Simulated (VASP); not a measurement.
# HfN (Fm-3m) in VASP: notebook

Runs on HfN. Level: r2SCAN. Tasks: single point.

Program: VASP 6.6.1. These are calculated values, not measurements. Logs are shortened: lines on timing, memory, paths and dates and some standing lists are left out, and cuts for length are marked.

## Step 1: The cell of the first run

It takes space group Fm-3m (No. 225, cubic). The conventional cell has a = 4.571 Å, b = 4.571 Å, c = 4.571 Å, α = 90.00°, β = 90.00°, γ = 90.00°. Within 3.0 Å of Hf (site symmetry m-3m) lie 6 N at 2.29 Å. Within 3.0 Å of N (site symmetry m-3m) lie 6 Hf at 2.29 Å.

## Step 2: Single point, r2SCAN

POSCAR reads:

```
HfN
1.0
    0.0000000000      2.2856876150      2.2856876150
    2.2856876150      0.0000000000      2.2856876150
    2.2856876150      2.2856876150      0.0000000000
Hf N
1 1
Direct
    0.0000000000      0.0000000000      0.0000000000
    0.5000000000      0.5000000000      0.5000000000
```

INCAR.step1 reads:

```
PREC     = Accurate       # precision mode
ENCUT    = 520            # plane-wave cutoff, eV
ISMEAR   = -1             # smearing method
SIGMA    = 0.1            # smearing width, eV
LREAL    = F              # projectors in reciprocal space
LASPH    = T              # aspherical terms in the spheres
NELM     = 100            # most SCF steps
NBANDS   = 14             # bands
GGA      = PE             # functional
ALGO     = Normal         # electronic algorithm
EDIFF    = 1E-4           # SCF threshold, eV
LWAVE    = T              # write WAVECAR
LCHARG   = F              # write CHGCAR
```

INCAR.step2 reads:

```
PREC     = Accurate       # precision mode
ENCUT    = 520            # plane-wave cutoff, eV
EDIFF    = 1E-6           # SCF threshold, eV
ISMEAR   = -1             # smearing method
SIGMA    = 0.1            # smearing width, eV
LREAL    = F              # projectors in reciprocal space
LASPH    = T              # aspherical terms in the spheres
NELM     = 100            # most SCF steps
ALGO     = Normal         # electronic algorithm
ISIF     = 2              # what is computed and relaxed
LWAVE    = F              # write WAVECAR
LCHARG   = F              # write CHGCAR
METAGGA  = R2SCAN         # meta-GGA
LMIXTAU  = T            
NBANDS   = 14             # bands
ISTART   = 1
```

KPOINTS reads:

```
Automatic mesh
0
Gamma
  11 11 11
```

Potentials or basis: VASP PAW PBE potentials, release 64 (Hf_pv, N).

Launch:

```sh
cat potpaw_PBE.64/Hf_pv/POTCAR potpaw_PBE.64/N/POTCAR > POTCAR
cp INCAR.step1 INCAR
mpirun -np 1 vasp_std > vasp.out
cp INCAR.step2 INCAR
mpirun -np 1 vasp_std > vasp.out
```

OUTCAR:

```text
PREC = Accurate
   ENCUT = 520
   EDIFF = 1E-6
   ISMEAR = -1
   LREAL = F
   LASPH = T
   NELM = 100
   ISIF = 2
   METAGGA = R2SCAN
   ISTART = 1

 ion  position               nearest neighbor table
   1  0.000  0.000  0.000-   2 2.29   2 2.29   2 2.29   2 2.29   2 2.29   2 2.29
   2  0.500  0.500  0.500-   1 2.29   1 2.29   1 2.29   1 2.29   1 2.29   1 2.29

  LATTYP: Found a face centered cubic cell.
 ALAT       =     4.5713752300

  Lattice vectors:

 A1 = (   0.0000000000,   2.2856876150,   2.2856876150)
 A2 = (   2.2856876150,   0.0000000000,   2.2856876150)
 A3 = (   2.2856876150,   2.2856876150,   0.0000000000)

Analysis of symmetry for initial positions (statically):
=====================================================================
 Subroutine PRICEL returns:
 Original cell was already a primitive cell.

 Routine SETGRP: Setting up the symmetry group for a
 face centered cubic supercell.

 Subroutine GETGRP returns: Found 48 space group operations
 (whereof 48 operations were pure point group operations)
 out of a pool of 48 trial point group operations.

The static configuration has the point symmetry O_h .

Analysis of symmetry for dynamics (positions and initial velocities):
=====================================================================
 Subroutine PRICEL returns:
 Original cell was already a primitive cell.

 Routine SETGRP: Setting up the symmetry group for a
 face centered cubic supercell.

 Subroutine GETGRP returns: Found 48 space group operations
 (whereof 48 operations were pure point group operations)
 out of a pool of 48 trial point group operations.

The dynamic configuration has the point symmetry O_h .

 Subroutine INISYM returns: Found 48 space group operations
 (whereof 48 operations are pure point group operations),
 and found     1 'primitive' translations

----------------------------------------------------------------------------------------

                                     Primitive cell

  volume of cell :      23.8825

  direct lattice vectors                    reciprocal lattice vectors
     0.000000000  2.285687615  2.285687615    -0.218752553  0.218752553  0.218752553
     2.285687615  0.000000000  2.285687615     0.218752553 -0.218752553  0.218752553
     2.285687615  2.285687615  0.000000000     0.218752553  0.218752553 -0.218752553

  length of vectors
     3.232450424  3.232450424  3.232450424     0.378890535  0.378890535  0.378890535

  position of ions in fractional coordinates (direct lattice)
     0.000000000  0.000000000  0.000000000
     0.500000000  0.500000000  0.500000000

  ion indices of the primitive-cell ions
   primitive index   ion index
                 1           1
                 2           2

----------------------------------------------------------------------------------------

 KPOINTS: Automatic mesh

Automatic generation of k-mesh.
 Grid dimensions read from file:
 generate k-points for:   11   11   11

 Generating k-lattice:

  Cartesian coordinates                     Fractional coordinates (reciprocal lattice)
    -0.019886596  0.019886596  0.019886596     0.090909091  0.000000000  0.000000000
     0.019886596 -0.019886596  0.019886596     0.000000000  0.090909091  0.000000000
     0.019886596  0.019886596 -0.019886596     0.000000000  0.000000000  0.090909091

  Length of vectors
     0.034444594  0.034444594  0.034444594

  Shift w.r.t. Gamma in fractional coordinates (k-lattice)
     0.000000000  0.000000000  0.000000000

 Subroutine IBZKPT returns following result:
 ===========================================

 Found     56 irreducible k-points:

 Following reciprocal coordinates:
            Coordinates               Weight
  0.000000  0.000000  0.000000      1.000000
  0.090909  0.000000  0.000000      8.000000
  0.181818  0.000000  0.000000      8.000000
  0.272727  0.000000  0.000000      8.000000
  0.363636  0.000000  0.000000      8.000000
  0.454545  0.000000  0.000000      8.000000
[... 16 lines left out ...]
 -0.272727  0.181818  0.000000     24.000000
 -0.181818  0.181818  0.000000     12.000000
 [... further k-points ...]
   k-points           NKPTS =     56   k-points in BZ     NKDIM =     56   number of bands    NBANDS=     14
   number of dos      NEDOS =    301   number of ions     NIONS =      2
   total plane-waves  NPLWV =  13824
   dimension x,y,z NGX =    24 NGY =   24 NGZ =   24
   dimension x,y,z NGXF=    48 NGYF=   48 NGZF=   48
   ions per type =               1   1
   NGX,Y,Z   is equivalent  to a cutoff of  12.34, 12.34, 12.34 a.u.
   NGXF,Y,Z  is equivalent  to a cutoff of  24.69, 24.69, 24.69 a.u.
 SYSTEM =  unknown system
   PREC   = accura    normal or accurate (medium, high low for compatibility)
   ISTART =      1    job   : 0-new  1-cont  2-samecut
   ICHARG =      0    charge: 1-file 2-atom 10-const
   ISPIN  =      1    spin polarized calculation?
   LNONCOLLINEAR =      F non collinear calculations
   LSORBIT =      F    spin-orbit coupling
   LASPH  =      T    aspherical Exc in radial PAW
   ENCUT  =  520.0 eV  38.22 Ry    6.18 a.u.   6.01  6.01  6.01*2*pi/ulx,y,z
   NELM   =    100;   NELMIN=  2; NELMDL=  0     # of ELM steps
   EDIFF  = 0.1E-05   stopping-criterion for ELM
   LREAL  =      F    real-space projection
   EDIFFG = 0.1E-04   stopping-criterion for IOM
   NSW    =      0    number of steps for IOM
   IBRION =     -1    ionic relax: 0-MD 1-quasi-New 2-CG
   NFREE  =      0    steps in history (QN), initial steepest desc. (CG)
   ISIF   =      2    stress and relaxation
   ISYM   =      2    0-nonsym 1-usesym 2-fastsym
   POTIM  = 0.5000    time-step for ionic-motion
   TEBEG  =    0.0;   TEEND  =   0.0 temperature during run
   PSTRESS=    0.0 pullay stress
   NELECT =      15.0000    total number of electrons
   NUPDOWN=      -1.0000    fix difference up-down
   EMIN   =  10.00;   EMAX   =-10.00  energy-range for DOS
   EFERMI =   0.00;   METHOD = LEGACY
   ISMEAR =    -1;   SIGMA  =   0.10  broadening in eV -4-tet -1-fermi 0-gaus
   EFERMI_NEDOS =   21; number of points for ismear=-14 and -15
   IALGO  =     38    algorithm
   IMIX   =      4    mixing-type and parameters
     AMIX     =   0.40;   BMIX     =  1.00
     AMIX_MAG =   1.60;   BMIX_MAG =  1.00
  volume/ion in A,a.u.               =      11.94        80.58
  Fermi-wavevector in a.u.,A,eV,Ry     =   1.401990  2.649378 26.743300  1.965577
  Thomas-Fermi vector in A             =   2.524797
   LORBIT       =      0    0 simple, 1 ext, 2 COOP (PROOUT), +10 PAW based schemes
   METAGGA = R2SCAN    functional components
   LHFCALC =     F    Hartree Fock is set to
   AEXX    =    0.0000 exact exchange contribution
   IVDW    =     0    specifies the selected vdW correction
   LEPSILON=     F    determine dielectric tensor
   LRPA    =     F    only Hartree local field effects (RPA)
 non-spin polarized calculation
  energy-cutoff  :      520.00
  volume of cell :       23.88
 maximum number of plane-waves:       655
   NGX = 13   NGY = 13   NGZ = 13

 number of electron      14.9999999 magnetization

 Free energy of the ion-electron system (eV)
  ---------------------------------------------------
  ext. energy  EPLUGINS =         0.00000000
  ---------------------------------------------------
  free energy    TOTEN  =       -58.21168474 eV

  energy without entropy =      -58.18911654  energy(sigma->0) =      -58.20040064

 E-fermi :   8.1774     XC(G=0): -13.3563

 val. band max:        8.1624676467   @ k =   0.0909   0.0000   0.0000
 cond. band min:       8.1937868930   @ k =  -0.0909   0.0909   0.0000
 fundamental gap:      0.0313192463
 Fermi energy:         8.1773535821

 k-point     1 :       0.0000    0.0000    0.0000
  band No.  band energies     occupation
      1     -24.4592      2.00000
      2     -24.4592      2.00000
      3     -24.4592      2.00000
      4     -10.2664      2.00000
      5       4.8409      2.00000
      6       4.8409      2.00000
      7       4.8409      2.00000
      8       7.8987      1.88388
      9       7.8987      1.88387
     10       7.8987      1.88387
     11       9.9391      0.00000
     12      10.1450      0.00000
     13      10.1450      0.00000
     14      18.1724      0.00000

 k-point     2 :       0.0909    0.0000    0.0000
  band No.  band energies     occupation
      1     -24.5322      2.00000
      2     -24.4651      2.00000
      3     -24.4651      2.00000
      4     -10.0918      2.00000
      5       4.0805      2.00000
      6       4.4060      2.00000
      7       4.4060      2.00000
      8       8.0781      1.45923
      9       8.1625      1.07430
     10       8.1625      1.07429
     11      10.5384      0.00000
     12      10.7408      0.00000
     13      10.7408      0.00000
     14      18.7897      0.00000

 k-point     3 :       0.1818    0.0000    0.0000
  band No.  band energies     occupation
      1     -24.7225      2.00000
      2     -24.4810      2.00000
      3     -24.4810      2.00000
      4      -9.6131      2.00000
      5       2.6004      2.00000
      6       3.5408      2.00000
      7       3.5408      2.00000
      8       8.3910      0.21129
      9       8.8351      0.00278
     10       8.8351      0.00278
     11      11.8571      0.00000
     12      12.1558      0.00000
     13      12.1558      0.00000
     14      19.0196      0.00000

 k-point     4 :       0.2727    0.0000    0.0000
  band No.  band energies     occupation
      1     -24.9606      2.00000
      2     -24.5017      2.00000
      3     -24.5017      2.00000
      4      -8.9509      2.00000
      5       1.1073      2.00000
      6       2.7149      2.00000
      7       2.7149      2.00000
      8       8.9529      0.00086
      9       9.8035      0.00000
     10       9.8035      0.00000
     11      13.1365      0.00000
     12      13.8634      0.00000
     13      13.8634      0.00000
     14      19.0194      0.00000

 k-point     5 :       0.3636    0.0000    0.0000
  band No.  band energies     occupation
      1     -25.1694      2.00000
      2     -24.5206      2.00000
      3     -24.5206      2.00000
      4      -8.2827      2.00000
      5      -0.1078      2.00000
      6       2.1104      2.00000
      7       2.1104      2.00000
      8       9.8900      0.00000
      9      10.8900      0.00000
     10      10.8900      0.00000
     11      13.6283      0.00000
[... 276 lines left out ...]
 k-point    22 :      -0.3636    0.1818    0.0000
  band No.  band energies     occupation
      1     -25.1708      2.00000
      2     -24.7113      2.00000
      3     -24.5517      2.00000
      4      -8.1651      2.00000
      5      -0.0950      2.00000
      6       1.9813      2.00000
      7       2.2201      2.00000
      8      10.2937      0.00000
      9      10.9802      0.00000
     10      11.1209      0.00000
     11      13.7489      0.00000
     12      16.4914      0.00000
     13      16.8804      0.00000
     14      19.0171      0.00000

 k-point    23 :      -0.2727    0.1818    0.0000
  band No.  band energies     occupation
      1     -25.0662      2.00000
      2     -24.6940      2.00000
      3     -24.5171      2.00000
      4      -8.4383      2.00000
      5       0.2611      2.00000
      6       2.0671      2.00000
      7       2.6369      2.00000
      8       9.5805      0.00000
      9      10.1070      0.00000
     10      11.6718      0.00000
     11      12.4671      0.00000
     12      15.4134      0.00000
     13      16.5009      0.00000
     14      19.0187      0.00000

 k-point    24 :      -0.1818    0.1818    0.0000
  band No.  band energies     occupation
      1     -24.9334      2.00000
      2     -24.6316      2.00000
      3     -24.4885      2.00000
      4      -8.8713      2.00000
      5       0.9470      2.00000
      6       2.3987      2.00000
      7       3.1309      2.00000
      8       9.0352      0.00038
      9       9.2865      0.00003
     10      11.2107      0.00000
     11      11.3983      0.00000
     12      14.3953      0.00000
     13      15.2700      0.00000
     14      19.0193      0.00000

 [... further k-points ...]

------------------------ aborting loop because EDIFF is reached ----------------------------------------

  FORCE on cell =-STRESS in cart. coord.  units (eV):
  Direction    XX          YY          ZZ          XY          YZ          ZX
  --------------------------------------------------------------------------------------
  -------------------------------------------------------------------------------------
  Total       -1.5606448     -1.5606448     -1.5606448      0.0000000     -0.0000000      0.0000000
  in kB     -104.6969471   -104.6969471   -104.6969471      0.0000000     -0.0000000      0.0000000
  external PRESSURE =    -104.6969471 kB  Pullay stress =       0.0000000 kB

 VOLUME and BASIS-vectors are now :
 -----------------------------------------------------------------------------
  energy-cutoff  :      520.00
  volume of cell :       23.88
      direct lattice vectors                 reciprocal lattice vectors
     0.000000000  2.285687615  2.285687615    -0.218752553  0.218752553  0.218752553
     2.285687615  0.000000000  2.285687615     0.218752553 -0.218752553  0.218752553
     2.285687615  2.285687615  0.000000000     0.218752553  0.218752553 -0.218752553

 POSITION                                       TOTAL-FORCE (eV/Angst)
 -----------------------------------------------------------------------------------
      0.00000      0.00000      0.00000        -0.000000     -0.000000     -0.000000
      2.28569      2.28569      2.28569         0.000000      0.000000      0.000000
 -----------------------------------------------------------------------------------
    total drift:                                0.000000     -0.000000     -0.000000

  FREE ENERGIE OF THE ION-ELECTRON SYSTEM (eV)
  ---------------------------------------------------
  free  energy   TOTEN  =       -58.2116847358 eV

  energy  without entropy=      -58.1891165418  energy(sigma->0) =      -58.20040064
```

Run time: 88 s. Hardware: 1 thread of AMD EPYC 7R43 (Zen 3), shared host; peak memory 0.12 GiB.

Results:

| Item | Value |
| --- | --- |
| Free energy | -58.2117 eV |
| Pressure | -10.5 GPa |

Caveat: the PAW data sets were made with another functional, which shifts forces and pressure a little; spin-orbit coupling is left out, which moves the levels of the heavy elements.

## Step 3: Single point, r2SCAN

This run uses another cell than the first one, of 12.29 Å³/atom, 1.029 times its volume.

POSCAR reads:

```
HfN
1.0
    0.0000000000      2.3074573787      2.3074573787
    2.3074573787      0.0000000000      2.3074573787
    2.3074573787      2.3074573787      0.0000000000
Hf N
1 1
Direct
    0.0000000000      0.0000000000      0.0000000000
    0.5000000000      0.5000000000      0.5000000000
```

INCAR.step1 reads:

```
  PREC = Accurate
  ENCUT = 520
  ISMEAR = -1
  SIGMA = 0.1
  LREAL = F
  LASPH = T
  NELM = 60
  NBANDS = 14
  GGA = PE
  ALGO = Normal
  EDIFF = 1E-4
  LWAVE = T
  LCHARG = F
```

INCAR.step2 reads:

```
  PREC = Accurate
  ENCUT = 520
  EDIFF = 1E-6
  ISMEAR = -1
  SIGMA = 0.1
  LREAL = F
  LASPH = T
  NELM = 60
  ALGO = Normal
  ISIF = 2
  LWAVE = F
  LCHARG = T
  METAGGA = R2SCAN
  LMIXTAU = T
  LELF = T
  LVHAR = T
  NBANDS = 14
  ISTART = 1
```

KPOINTS reads:

```
regular mesh
0
Gamma
  11 11 11
```

Potentials or basis: VASP PAW PBE potentials, release 64 (Hf_pv, N).

Launch:

```sh
cat potpaw_PBE.64/Hf_pv/POTCAR potpaw_PBE.64/N/POTCAR > POTCAR
cp INCAR.step1 INCAR
mpirun -np 1 vasp_std > vasp.out
cp INCAR.step2 INCAR
mpirun -np 1 vasp_std > vasp.out
```

Run time: 1.7 min. Hardware: 1 thread of AMD EPYC 7R43 (Zen 3), shared host; peak memory 0.12 GiB.

The run converged. Its results:

```yaml
Free_energy: -58.1532 eV
Pressure: -17.0 GPa
```

Levels at points of the mesh, in eV from the Fermi level:
| k point | band 4 | band 5 | band 6 | band 7 | band 8 | band 9 | band 10 | band 11 | band 12 | band 13 |
| --- | --- | --- | --- | --- | --- | --- | --- | --- | --- | --- |
| (0.00, 0.00, 0.00) | -18.27 | -3.30 | -3.30 | -3.30 | -0.27 | -0.27 | -0.27 | 1.50 | 1.90 | 1.90 |

Caveat: the PAW data sets were made with another functional, which shifts forces and pressure a little; spin-orbit coupling is left out, which moves the levels of the heavy elements.
